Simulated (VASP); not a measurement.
# Cu (Fm-3m) in VASP: a series of runs

The runs below take Cu through single point, with PBE.

Program: VASP 6.6.1. These are calculated values, not measurements. Logs are shortened: lines on timing, memory, paths and dates and some standing lists are left out, and cuts for length are marked.

## 1. The cell of the first run

It takes space group Fm-3m (No. 225, cubic). Conventional cell: a = 3.610 Å, b = 3.610 Å, c = 3.610 Å, α = 90.00°, β = 90.00°, γ = 90.00°. Within 3.4 Å of Cu (site symmetry m-3m) lie 12 Cu at 2.55 Å.

## 2. Single point, PBE

INCAR

```
ALGO     = Fast           # electronic algorithm
EDIFF    = 1E-6           # SCF threshold, eV
ENCUT    = 520            # plane-wave cutoff, eV
GGA      = PE             # functional
ISIF     = 2              # what is computed and relaxed
ISMEAR   = 0              # smearing method
LASPH    = T              # aspherical terms in the spheres
LCHARG   = F              # write CHGCAR
LREAL    = F              # projectors in reciprocal space
LWAVE    = F              # write WAVECAR
NBANDS   = 12             # bands
NELM     = 100            # most SCF steps
PREC     = Accurate       # precision mode
SIGMA    = 0.05           # smearing width, eV
```

KPOINTS

```
k-points
0
Gamma
  10 10 10
```

POSCAR

```
Cu
1.0
    0.0000000000      1.8050000000      1.8050000000
    1.8050000000      0.0000000000      1.8050000000
    1.8050000000      1.8050000000      0.0000000000
Cu
1
Direct
    0.0000000000      0.0000000000      0.0000000000
```

Potentials or basis: VASP PAW PBE potentials, release 64 (Cu).

On the command line:

```bash
$ cat potpaw_PBE.64/Cu/POTCAR > POTCAR
$ mpirun -np 1 vasp_std > vasp.out
```

OUTCAR:

```text
EDIFF = 1E-6
   ENCUT = 520
   GGA = PE
   ISIF = 2
   ISMEAR = 0
   LASPH = T
   LREAL = F
   NELM = 100
   PREC = Accurate

 ion  position               nearest neighbor table
   1  0.000  0.000  0.000-

  LATTYP: Found a face centered cubic cell.
 ALAT       =     3.6100000000

  Lattice vectors:

 A1 = (   0.0000000000,   1.8050000000,   1.8050000000)
 A2 = (   1.8050000000,   0.0000000000,   1.8050000000)
 A3 = (   1.8050000000,   1.8050000000,   0.0000000000)

Analysis of symmetry for initial positions (statically):
=====================================================================
 Subroutine PRICEL returns:
 Original cell was already a primitive cell.

 Routine SETGRP: Setting up the symmetry group for a
 face centered cubic supercell.

 Subroutine GETGRP returns: Found 48 space group operations
 (whereof 48 operations were pure point group operations)
 out of a pool of 48 trial point group operations.

The static configuration has the point symmetry O_h .

Analysis of symmetry for dynamics (positions and initial velocities):
=====================================================================
 Subroutine PRICEL returns:
 Original cell was already a primitive cell.

 Routine SETGRP: Setting up the symmetry group for a
 face centered cubic supercell.

 Subroutine GETGRP returns: Found 48 space group operations
 (whereof 48 operations were pure point group operations)
 out of a pool of 48 trial point group operations.

The dynamic configuration has the point symmetry O_h .

 Subroutine INISYM returns: Found 48 space group operations
 (whereof 48 operations are pure point group operations),
 and found     1 'primitive' translations

----------------------------------------------------------------------------------------

                                     Primitive cell

  volume of cell :      11.7615

  direct lattice vectors                    reciprocal lattice vectors
     0.000000000  1.805000000  1.805000000    -0.277008310  0.277008310  0.277008310
     1.805000000  0.000000000  1.805000000     0.277008310 -0.277008310  0.277008310
     1.805000000  1.805000000  0.000000000     0.277008310  0.277008310 -0.277008310

  length of vectors
     2.552655480  2.552655480  2.552655480     0.479792467  0.479792467  0.479792467

  position of ions in fractional coordinates (direct lattice)
     0.000000000  0.000000000  0.000000000

  ion indices of the primitive-cell ions
   primitive index   ion index
                 1           1

----------------------------------------------------------------------------------------

 KPOINTS: k-points

Automatic generation of k-mesh.
 Grid dimensions read from file:
 generate k-points for:   10   10   10

 Generating k-lattice:

  Cartesian coordinates                     Fractional coordinates (reciprocal lattice)
    -0.027700831  0.027700831  0.027700831     0.100000000  0.000000000  0.000000000
     0.027700831 -0.027700831  0.027700831     0.000000000  0.100000000  0.000000000
     0.027700831  0.027700831 -0.027700831     0.000000000  0.000000000  0.100000000

  Length of vectors
     0.047979247  0.047979247  0.047979247

  Shift w.r.t. Gamma in fractional coordinates (k-lattice)
     0.000000000  0.000000000  0.000000000

 Subroutine IBZKPT returns following result:
 ===========================================

 Found     47 irreducible k-points:

 Following reciprocal coordinates:
            Coordinates               Weight
  0.000000  0.000000  0.000000      1.000000
  0.100000  0.000000  0.000000      8.000000
  0.200000  0.000000  0.000000      8.000000
  0.300000  0.000000  0.000000      8.000000
  0.400000  0.000000  0.000000      8.000000
  0.500000  0.000000  0.000000      4.000000
[... 16 lines left out ...]
  0.300000  0.300000  0.000000      6.000000
  0.400000  0.300000  0.000000     24.000000
 [... further k-points ...]
   k-points           NKPTS =     47   k-points in BZ     NKDIM =     47   number of bands    NBANDS=     12
   number of dos      NEDOS =    301   number of ions     NIONS =      1
   total plane-waves  NPLWV =   8000
   dimension x,y,z NGX =    20 NGY =   20 NGZ =   20
   dimension x,y,z NGXF=    40 NGYF=   40 NGZF=   40
   ions per type =               1
   NGX,Y,Z   is equivalent  to a cutoff of  13.03, 13.03, 13.03 a.u.
   NGXF,Y,Z  is equivalent  to a cutoff of  26.05, 26.05, 26.05 a.u.
 SYSTEM =  unknown system
   PREC   = accura    normal or accurate (medium, high low for compatibility)
   ISTART =      0    job   : 0-new  1-cont  2-samecut
   ICHARG =      2    charge: 1-file 2-atom 10-const
   ISPIN  =      1    spin polarized calculation?
   LNONCOLLINEAR =      F non collinear calculations
   LSORBIT =      F    spin-orbit coupling
   LASPH  =      T    aspherical Exc in radial PAW
   ENCUT  =  520.0 eV  38.22 Ry    6.18 a.u.   4.75  4.75  4.75*2*pi/ulx,y,z
   NELM   =    100;   NELMIN=  2; NELMDL= -5     # of ELM steps
   EDIFF  = 0.1E-05   stopping-criterion for ELM
   LREAL  =      F    real-space projection
   EDIFFG = 0.1E-04   stopping-criterion for IOM
   NSW    =      0    number of steps for IOM
   IBRION =     -1    ionic relax: 0-MD 1-quasi-New 2-CG
   NFREE  =      0    steps in history (QN), initial steepest desc. (CG)
   ISIF   =      2    stress and relaxation
   ISYM   =      2    0-nonsym 1-usesym 2-fastsym
   POTIM  = 0.5000    time-step for ionic-motion
   TEBEG  =    0.0;   TEEND  =   0.0 temperature during run
   PSTRESS=    0.0 pullay stress
   NELECT =      11.0000    total number of electrons
   NUPDOWN=      -1.0000    fix difference up-down
   EMIN   =  10.00;   EMAX   =-10.00  energy-range for DOS
   EFERMI =   0.00;   METHOD = LEGACY
   ISMEAR =     0;   SIGMA  =   0.05  broadening in eV -4-tet -1-fermi 0-gaus
   EFERMI_NEDOS =   21; number of points for ismear=-14 and -15
   IALGO  =     68    algorithm
   IMIX   =      4    mixing-type and parameters
     AMIX     =   0.40;   BMIX     =  1.00
     AMIX_MAG =   1.60;   BMIX_MAG =  1.00
  volume/ion in A,a.u.               =      11.76        79.37
  Fermi-wavevector in a.u.,A,eV,Ry     =   1.600977  3.025409 34.873480  2.563128
  Thomas-Fermi vector in A             =   2.698028
   LORBIT       =      0    0 simple, 1 ext, 2 COOP (PROOUT), +10 PAW based schemes
   GGA     = PE    functional components
   LHFCALC =     F    Hartree Fock is set to
   AEXX    =    0.0000 exact exchange contribution
   IVDW    =     0    specifies the selected vdW correction
   LEPSILON=     F    determine dielectric tensor
   LRPA    =     F    only Hartree local field effects (RPA)
 non-spin polarized calculation
 RMM-DIIS sequential band-by-band and
 Gauss-broadening in eV      SIGMA  =   0.05
  energy-cutoff  :      520.00
  volume of cell :       11.76
 maximum number of plane-waves:       332
   NGX =  9   NGY =  9   NGZ =  9

 number of electron      11.0000003 magnetization

 Free energy of the ion-electron system (eV)
  ---------------------------------------------------
  ext. energy  EPLUGINS =         0.00000000
  ---------------------------------------------------
  free energy    TOTEN  =        -3.71118916 eV

  energy without entropy =       -3.71030696  energy(sigma->0) =       -3.71074806

 E-fermi :   7.5047     XC(G=0): -12.7500

 val. band max:        7.4381163397   @ k =   0.5000   0.2000   0.1000
 cond. band min:       7.5178266616   @ k =   0.5000   0.1000   0.0000
 fundamental gap:      0.0797103219
 Fermi energy:         7.5047136076

 k-point     1 :       0.0000    0.0000    0.0000
  band No.  band energies     occupation
      1      -1.7458      2.00000
      2       4.5993      2.00000
      3       4.5993      2.00000
      4       4.5993      2.00000
      5       5.4270      2.00000
      6       5.4270      2.00000
      7      30.2645      0.00000
      8      32.9413      0.00000
      9      32.9413      0.00000
     10      32.9413      0.00000
     11      35.4369      0.00000
     12      35.4369      0.00000

 k-point     2 :       0.1000    0.0000    0.0000
  band No.  band energies     occupation
      1      -1.3823      2.00000
      2       4.5253      2.00000
      3       4.6639      2.00000
      4       4.6639      2.00000
      5       5.4041      2.00000
      6       5.4041      2.00000
      7      27.7618      0.00000
      8      31.0276      0.00000
      9      32.0415      0.00000
     10      32.0415      0.00000
     11      36.8232      0.00000
     12      36.8261      0.00000

 k-point     3 :       0.2000    0.0000    0.0000
  band No.  band energies     occupation
      1      -0.3385      2.00000
      2       4.3762      2.00000
      3       4.7604      2.00000
      4       4.7604      2.00000
      5       5.4259      2.00000
      6       5.4259      2.00000
      7      22.6107      0.00000
      8      30.5111      0.00000
      9      30.9354      0.00000
     10      30.9354      0.00000
     11      37.2746      0.00000
     12      37.3675      0.00000
[... 286 lines left out ...]
 k-point    23 :       0.3000    0.3000    0.0000
  band No.  band energies     occupation
      1       1.9014      2.00000
      2       3.6630      2.00000
      3       5.1530      2.00000
      4       5.5069      2.00000
      5       5.5069      2.00000
      6       5.7861      2.00000
      7      23.2035      0.00000
      8      23.4245      0.00000
      9      23.4245      0.00000
     10      26.1197      0.00000
     11      28.9593      0.00000
     12      46.7453      0.00000

 k-point    24 :       0.4000    0.3000    0.0000
  band No.  band energies     occupation
      1       2.6210      2.00000
      2       3.5257      2.00000
      3       5.1299      2.00000
      4       5.5657      2.00000
      5       5.9665      2.00000
      6       6.5828      2.00000
      7      19.7999      0.00000
      8      20.6280      0.00000
      9      22.6158      0.00000
     10      26.7095      0.00000
     11      30.4156      0.00000
     12      45.3322      0.00000

 [... further k-points ...]

------------------------ aborting loop because EDIFF is reached ----------------------------------------

  FORCE on cell =-STRESS in cart. coord.  units (eV):
  Direction    XX          YY          ZZ          XY          YZ          ZX
  --------------------------------------------------------------------------------------
  -------------------------------------------------------------------------------------
  Total        0.2583707      0.2583707      0.2583707      0.0000000      0.0000000     -0.0000000
  in kB       35.1959124     35.1959124     35.1959124      0.0000000      0.0000000     -0.0000000
  external PRESSURE =      35.1959124 kB  Pullay stress =       0.0000000 kB

 VOLUME and BASIS-vectors are now :
 -----------------------------------------------------------------------------
  energy-cutoff  :      520.00
  volume of cell :       11.76
      direct lattice vectors                 reciprocal lattice vectors
     0.000000000  1.805000000  1.805000000    -0.277008310  0.277008310  0.277008310
     1.805000000  0.000000000  1.805000000     0.277008310 -0.277008310  0.277008310
     1.805000000  1.805000000  0.000000000     0.277008310  0.277008310 -0.277008310

 POSITION                                       TOTAL-FORCE (eV/Angst)
 -----------------------------------------------------------------------------------
      0.00000      0.00000      0.00000        -0.000000     -0.000000     -0.000000
 -----------------------------------------------------------------------------------
    total drift:                                0.000000      0.000000      0.000000

  FREE ENERGIE OF THE ION-ELECTRON SYSTEM (eV)
  ---------------------------------------------------
  free  energy   TOTEN  =        -3.7111891557 eV

  energy  without entropy=       -3.7103069619  energy(sigma->0) =       -3.71074806
```

Wall time 6.2 s (1 thread of Intel Xeon Platinum 8375C at 2.90GHz (Ice Lake), shared host); peak memory 0.12 GiB.

What came out:

```yaml
Free_energy: -3.7112 eV
Pressure: 3.5 GPa
```

## 3. Single point, PBE

INCAR

```
ALGO     = Normal         # electronic algorithm
EDIFF    = 1E-6           # SCF threshold, eV
ENCUT    = 700            # plane-wave cutoff, eV
GGA      = PE             # functional
GGA_COMPAT= F            
ISIF     = 2              # what is computed and relaxed
ISMEAR   = 0              # smearing method
LASPH    = T              # aspherical terms in the spheres
LCHARG   = F              # write CHGCAR
LREAL    = F              # projectors in reciprocal space
LWAVE    = F              # write WAVECAR
NBANDS   = 16             # bands
NELM     = 120            # most SCF steps
PREC     = Accurate       # precision mode
SIGMA    = 0.05           # smearing width, eV
```

KPOINTS is that of step 2.

POSCAR is that of step 2.

Potentials or basis: VASP PAW PBE potentials, release 64 (Cu_sv_GW).

On the command line:

```bash
$ cat potpaw_PBE.64/Cu_sv_GW/POTCAR > POTCAR
$ mpirun -np 1 vasp_std > vasp.out
```

It took 20 s on 1 thread of AMD EPYC 7R13 (Zen 3), shared host; peak memory 0.12 GiB.

Results (log left out):

```yaml
Free_energy: -3.7774 eV
Pressure: -1.4 GPa
```

Levels at points of the mesh, in eV from the Fermi level:
| k point | band 7 | band 8 | band 9 | band 10 | band 11 | band 12 | band 13 | band 14 |
| --- | --- | --- | --- | --- | --- | --- | --- | --- |
| (0.00, 0.00, 0.00) | -2.88 | -2.88 | -2.04 | -2.04 | 22.77 | 25.41 | 25.41 | 25.41 |
| (0.50, 0.00, 0.00) | -2.91 | -1.46 | -1.46 | -0.93 | 3.91 | 21.25 | 22.22 | 22.22 |
| (0.50, 0.50, 0.00) | -1.48 | -1.31 | -1.31 | 1.57 | 7.27 | 13.20 | 13.20 | 17.75 |
